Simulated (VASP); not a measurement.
# FeNi (P4/mmm) in VASP: a series of runs

Runs on FeNi. Level: r2SCAN. Tasks: single point.

Program: VASP 6.6.1. These are calculated values, not measurements. Logs are shortened: lines on timing, memory, paths and dates and some standing lists are left out, and cuts for length are marked.

## Step 1: The cell of the first run

The structure is tetragonal, space group P4/mmm (No. 123). Conventional cell: a = 2.533 Å, b = 2.533 Å, c = 3.582 Å, α = 90.00°, β = 90.00°, γ = 90.00°. Fe (site symmetry 4/mmm) has 8 Ni at 2.53 Å and 4 Fe at 2.53 Å within 3.3 Å. Ni (site symmetry 4/mmm) has 8 Fe at 2.53 Å and 4 Ni at 2.53 Å within 3.3 Å.

## Step 2: Single point, r2SCAN, collinear spin, ferromagnetic start

POSCAR

```
FeNi
1.0
    2.5330000000      0.0000000000      0.0000000000
    0.0000000000      2.5330000000      0.0000000000
    0.0000000000      0.0000000000      3.5820000000
Fe Ni
1 1
Direct
    0.0000000000      0.0000000000      0.0000000000
    0.5000000000      0.5000000000      0.5000000000
```

INCAR.step1

```
PREC = Accurate
ENCUT = 520
ISMEAR = 0
SIGMA = 0.1
LREAL = False
LASPH = True
NELM = 150
ISPIN = 2
MAGMOM = 4 2
LMAXMIX = 4
NBANDS = 20
GGA = PE
ALGO = Normal
EDIFF = 1E-4
LWAVE = True
LCHARG = False
```

INCAR.step2

```
PREC = Accurate
ENCUT = 520
EDIFF = 1E-7
ISMEAR = 0
SIGMA = 0.1
LREAL = False
LASPH = True
NELM = 150
ALGO = Normal
ISIF = 2
LWAVE = False
LCHARG = False
ISPIN = 2
MAGMOM = 4 2
LORBIT = 11
LMAXMIX = 4
METAGGA = R2SCAN
LMIXTAU = True
NBANDS = 20
ISTART = 1
```

KPOINTS

```
regular mesh
0
Gamma
  8 8 6
```

Potentials or basis: VASP PAW PBE potentials, release 64 (Fe, Ni).

Run with:

```
> cat potpaw_PBE.64/Fe/POTCAR potpaw_PBE.64/Ni/POTCAR > POTCAR
> cp INCAR.step1 INCAR
> mpirun -np 1 vasp_std > vasp.out
> cp INCAR.step2 INCAR
> mpirun -np 1 vasp_std > vasp.out
```

OUTCAR:

```text
PREC = Accurate
   ENCUT = 520
   EDIFF = 1E-7
   ISMEAR = 0
   LREAL = False
   LASPH = True
   NELM = 150
   ISIF = 2
   ISPIN = 2
   LORBIT = 11
   METAGGA = R2SCAN
   ISTART = 1

 ion  position               nearest neighbor table
   1  0.000  0.000  0.000-   2 2.53   2 2.53   2 2.53   2 2.53   2 2.53   2 2.53   2 2.53   2 2.53

   2  0.500  0.500  0.500-   1 2.53   1 2.53   1 2.53   1 2.53   1 2.53   1 2.53   1 2.53   1 2.53

  LATTYP: Found a simple tetragonal cell.
 ALAT       =     2.5330000000
 C/A-ratio  =     1.4141334386

  Lattice vectors:

 A1 = (   2.5330000000,   0.0000000000,   0.0000000000)
 A2 = (   0.0000000000,   2.5330000000,   0.0000000000)
 A3 = (   0.0000000000,   0.0000000000,   3.5820000000)

Analysis of symmetry for initial positions (statically):
=====================================================================
 Subroutine PRICEL returns:
 Original cell was already a primitive cell.

 Routine SETGRP: Setting up the symmetry group for a
 simple tetragonal supercell.

 Subroutine GETGRP returns: Found 16 space group operations
 (whereof 16 operations were pure point group operations)
 out of a pool of 16 trial point group operations.

The static configuration has the point symmetry D_4h.

Analysis of symmetry for dynamics (positions and initial velocities):
=====================================================================
 Subroutine PRICEL returns:
 Original cell was already a primitive cell.

 Routine SETGRP: Setting up the symmetry group for a
 simple tetragonal supercell.

 Subroutine GETGRP returns: Found 16 space group operations
 (whereof 16 operations were pure point group operations)
 out of a pool of 16 trial point group operations.

The dynamic configuration has the point symmetry D_4h.

Analysis of structural, dynamic, and magnetic symmetry:
=====================================================================
 Subroutine PRICEL returns:
 Original cell was already a primitive cell.

 Routine SETGRP: Setting up the symmetry group for a
 simple tetragonal supercell.

 Subroutine GETGRP returns: Found 16 space group operations
 (whereof 16 operations were pure point group operations)
 out of a pool of 16 trial point group operations.

The overall configuration has the point symmetry D_4h.

 Subroutine INISYM returns: Found 16 space group operations
 (whereof 16 operations are pure point group operations),
 and found     1 'primitive' translations

----------------------------------------------------------------------------------------

                                     Primitive cell

  volume of cell :      22.9824

  direct lattice vectors                    reciprocal lattice vectors
     2.533000000  0.000000000  0.000000000     0.394788788  0.000000000  0.000000000
     0.000000000  2.533000000  0.000000000     0.000000000  0.394788788  0.000000000
     0.000000000  0.000000000  3.582000000     0.000000000  0.000000000  0.279173646

  length of vectors
     2.533000000  2.533000000  3.582000000     0.394788788  0.394788788  0.279173646

  position of ions in fractional coordinates (direct lattice)
     0.000000000  0.000000000  0.000000000
     0.500000000  0.500000000  0.500000000

  ion indices of the primitive-cell ions
   primitive index   ion index
                 1           1
                 2           2

----------------------------------------------------------------------------------------

 KPOINTS: regular mesh

Automatic generation of k-mesh.
 Grid dimensions read from file:
 generate k-points for:    8    8    6

 Generating k-lattice:

  Cartesian coordinates                     Fractional coordinates (reciprocal lattice)
     0.049348598  0.000000000  0.000000000     0.125000000  0.000000000  0.000000000
     0.000000000  0.049348598  0.000000000     0.000000000  0.125000000  0.000000000
     0.000000000  0.000000000  0.046528941     0.000000000  0.000000000  0.166666667

  Length of vectors
     0.049348598  0.049348598  0.046528941

  Shift w.r.t. Gamma in fractional coordinates (k-lattice)
     0.000000000  0.000000000  0.000000000

 Subroutine IBZKPT returns following result:
 ===========================================

 Found     60 irreducible k-points:

 Following reciprocal coordinates:
            Coordinates               Weight
  0.000000  0.000000  0.000000      1.000000
  0.125000  0.000000  0.000000      4.000000
  0.250000  0.000000  0.000000      4.000000
  0.375000  0.000000  0.000000      4.000000
  0.500000  0.000000  0.000000      2.000000
  0.125000  0.125000  0.000000      4.000000
[... 16 lines left out ...]
  0.375000  0.125000  0.166667     16.000000
  0.500000  0.125000  0.166667      8.000000
 [... further k-points ...]
   k-points           NKPTS =     60   k-points in BZ     NKDIM =     60   number of bands    NBANDS=     20
   number of dos      NEDOS =    301   number of ions     NIONS =      2
   total plane-waves  NPLWV =  11200
   dimension x,y,z NGX =    20 NGY =   20 NGZ =   28
   dimension x,y,z NGXF=    40 NGYF=   40 NGZF=   56
   ions per type =               1   1
   NGX,Y,Z   is equivalent  to a cutoff of  13.13, 13.13, 13.00 a.u.
   NGXF,Y,Z  is equivalent  to a cutoff of  26.25, 26.25, 25.99 a.u.
 SYSTEM =  unknown system
   PREC   = accura    normal or accurate (medium, high low for compatibility)
   ISTART =      1    job   : 0-new  1-cont  2-samecut
   ICHARG =      0    charge: 1-file 2-atom 10-const
   ISPIN  =      2    spin polarized calculation?
   LNONCOLLINEAR =      F non collinear calculations
   LSORBIT =      F    spin-orbit coupling
   LASPH  =      T    aspherical Exc in radial PAW
   ENCUT  =  520.0 eV  38.22 Ry    6.18 a.u.   4.71  4.71  6.66*2*pi/ulx,y,z
   NELM   =    150;   NELMIN=  2; NELMDL=  0     # of ELM steps
   EDIFF  = 0.1E-06   stopping-criterion for ELM
   LREAL  =      F    real-space projection
   EDIFFG = 0.1E-05   stopping-criterion for IOM
   NSW    =      0    number of steps for IOM
   IBRION =     -1    ionic relax: 0-MD 1-quasi-New 2-CG
   NFREE  =      0    steps in history (QN), initial steepest desc. (CG)
   ISIF   =      2    stress and relaxation
   ISYM   =      2    0-nonsym 1-usesym 2-fastsym
   POTIM  = 0.5000    time-step for ionic-motion
   TEBEG  =    0.0;   TEEND  =   0.0 temperature during run
   PSTRESS=    0.0 pullay stress
   NELECT =      18.0000    total number of electrons
   NUPDOWN=      -1.0000    fix difference up-down
   EMIN   =  10.00;   EMAX   =-10.00  energy-range for DOS
   EFERMI =   0.00;   METHOD = LEGACY
   ISMEAR =     0;   SIGMA  =   0.10  broadening in eV -4-tet -1-fermi 0-gaus
   EFERMI_NEDOS =   21; number of points for ismear=-14 and -15
   IALGO  =     38    algorithm
   IMIX   =      4    mixing-type and parameters
     AMIX     =   0.40;   BMIX     =  1.00
     AMIX_MAG =   1.60;   BMIX_MAG =  1.00
  volume/ion in A,a.u.               =      11.49        77.55
  Fermi-wavevector in a.u.,A,eV,Ry     =   1.509039  2.851669 30.983152  2.277197
  Thomas-Fermi vector in A             =   2.619414
   LORBIT       =     11    0 simple, 1 ext, 2 COOP (PROOUT), +10 PAW based schemes
   METAGGA = R2SCAN    functional components
   LHFCALC =     F    Hartree Fock is set to
   AEXX    =    0.0000 exact exchange contribution
   IVDW    =     0    specifies the selected vdW correction
   LEPSILON=     F    determine dielectric tensor
   LRPA    =     F    only Hartree local field effects (RPA)
 spin polarized calculation
 Gauss-broadening in eV      SIGMA  =   0.10
  energy-cutoff  :      520.00
  volume of cell :       22.98
 maximum number of plane-waves:       637
 NGX is ok and might be reduce to    20
   NGX =  9   NGY =  9   NGZ = 13

 number of electron      17.9999995 magnetization       3.4440116

 Free energy of the ion-electron system (eV)
  ---------------------------------------------------
  ext. energy  EPLUGINS =         0.00000000
  ---------------------------------------------------
  free energy    TOTEN  =       -26.50510123 eV

  energy without entropy =      -26.49827875  energy(sigma->0) =      -26.50168999

 E-fermi :   7.3481     XC(G=0): -14.1159

 val. band max:        7.3425546673   @ k =   0.5000   0.1250   0.1667
 cond. band min:       7.3587555028   @ k =   0.5000   0.5000   0.3333
 fundamental gap:      0.0162008355
 Fermi energy:         7.3481423856

 spin component 1

 k-point     1 :       0.0000    0.0000    0.0000
  band No.  band energies     occupation
      1      -1.7163      1.00000
      2       1.7291      1.00000
      3       2.3861      1.00000
      4       4.1693      1.00000
      5       4.1693      1.00000
      6       4.3028      1.00000
[... 12 lines left out ...]
     19      34.8743      0.00000
     20      34.9281      0.00000

 k-point     2 :       0.1250    0.0000    0.0000
  band No.  band energies     occupation
      1      -1.3083      1.00000
      2       1.9273      1.00000
      3       2.5392      1.00000
      4       4.0291      1.00000
      5       4.2507      1.00000
      6       4.4025      1.00000
[... 12 lines left out ...]
     19      33.2834      0.00000
     20      33.5731      0.00000
[... 465 lines left out ...]
      3       3.0818      1.00000
      4       3.5247      1.00000
      5       3.9715      1.00000
      6       4.1920      1.00000
[... 12 lines left out ...]
     19      31.4065      0.00000
     20      33.5924      0.00000

 k-point    24 :       0.5000    0.1250    0.1667
  band No.  band energies     occupation
      1       2.3612      1.00000
      2       2.6953      1.00000
      3       3.3600      1.00000
      4       3.4052      1.00000
      5       3.9878      1.00000
      6       4.1751      1.00000
[... 12 lines left out ...]
     19      32.4304      0.00000
     20      33.0107      0.00000

 [... further k-points ...]

 spin component 2

 k-point     1 :       0.0000    0.0000    0.0000
  band No.  band energies     occupation
      1      -2.1565      1.00000
      2       3.3975      1.00000
      3       4.1592      1.00000
      4       6.0503      1.00000
      5       6.0503      1.00000
      6       6.6103      1.00000
[... 12 lines left out ...]
     19      35.6045      0.00000
     20      35.6110      0.00000

 k-point     2 :       0.1250    0.0000    0.0000
  band No.  band energies     occupation
      1      -1.7386      1.00000
      2       3.6325      1.00000
      3       4.2859      1.00000
      4       5.8457      1.00000
      5       6.1218      1.00000
      6       6.6565      1.00000
[... 12 lines left out ...]
     19      34.1064      0.00000
     20      34.1778      0.00000
[... 465 lines left out ...]
      3       4.7870      1.00000
      4       5.1377      1.00000
      5       5.6511      1.00000
      6       5.9963      1.00000
[... 12 lines left out ...]
     19      31.9728      0.00000
     20      34.0709      0.00000

 k-point    24 :       0.5000    0.1250    0.1667
  band No.  band energies     occupation
      1       3.2483      1.00000
      2       3.4749      1.00000
      3       4.8195      1.00000
      4       5.1970      1.00000
      5       5.6710      1.00000
      6       5.9086      1.00000
[... 12 lines left out ...]
     19      32.5208      0.00000
     20      33.9169      0.00000

 [... further k-points ...]

------------------------ aborting loop because EDIFF is reached ----------------------------------------

  FORCE on cell =-STRESS in cart. coord.  units (eV):
  Direction    XX          YY          ZZ          XY          YZ          ZX
  --------------------------------------------------------------------------------------
  -------------------------------------------------------------------------------------
  Total       -0.9330955     -0.9330955     -0.8821130      0.0000000     -0.0000000      0.0000000
  in kB      -65.0490120    -65.0490120    -61.4948610      0.0000000     -0.0000000      0.0000000
  external PRESSURE =     -63.8642950 kB  Pullay stress =       0.0000000 kB

 VOLUME and BASIS-vectors are now :
 -----------------------------------------------------------------------------
  energy-cutoff  :      520.00
  volume of cell :       22.98
      direct lattice vectors                 reciprocal lattice vectors
     2.533000000  0.000000000  0.000000000     0.394788788  0.000000000  0.000000000
     0.000000000  2.533000000  0.000000000     0.000000000  0.394788788  0.000000000
     0.000000000  0.000000000  3.582000000     0.000000000  0.000000000  0.279173646

 POSITION                                       TOTAL-FORCE (eV/Angst)
 -----------------------------------------------------------------------------------
      0.00000      0.00000      0.00000         0.000000      0.000000      0.000000
      1.26650      1.26650      1.79100         0.000000      0.000000      0.000000
 -----------------------------------------------------------------------------------
    total drift:                               -0.000000      0.000000      0.000000

  FREE ENERGIE OF THE ION-ELECTRON SYSTEM (eV)
  ---------------------------------------------------
  free  energy   TOTEN  =       -26.5051012331 eV

  energy  without entropy=      -26.4982787547  energy(sigma->0) =      -26.50168999

 total charge

# of ion       s       p       d       tot
------------------------------------------
    1        0.472   0.518   6.117   7.107
    2        0.522   0.542   8.319   9.383
--------------------------------------------------
tot          0.994   1.060  14.436  16.490

 magnetization (x)

# of ion       s       p       d       tot
------------------------------------------
    1        0.008  -0.049   2.950   2.908
    2       -0.040  -0.108   0.769   0.622
--------------------------------------------------
tot         -0.032  -0.157   3.719   3.530
```

Wall time 2.4 min (1 thread of Intel Xeon 6975P-C (Granite Rapids), shared host); peak memory 0.17 GiB.

Results:

- Free energy: -26.5051 eV
- Pressure: -6.4 GPa
- Net moment: 3.44 μB per cell
- Site moments: Fe +2.91; Ni +0.62 μB
- Valence electrons inside the program's atomic spheres: Fe 7.11; Ni 9.38

Caveat: the cell stands under tension; the PAW data sets were made with another functional, which shifts forces and pressure a little.

[end of part 1 of 2]
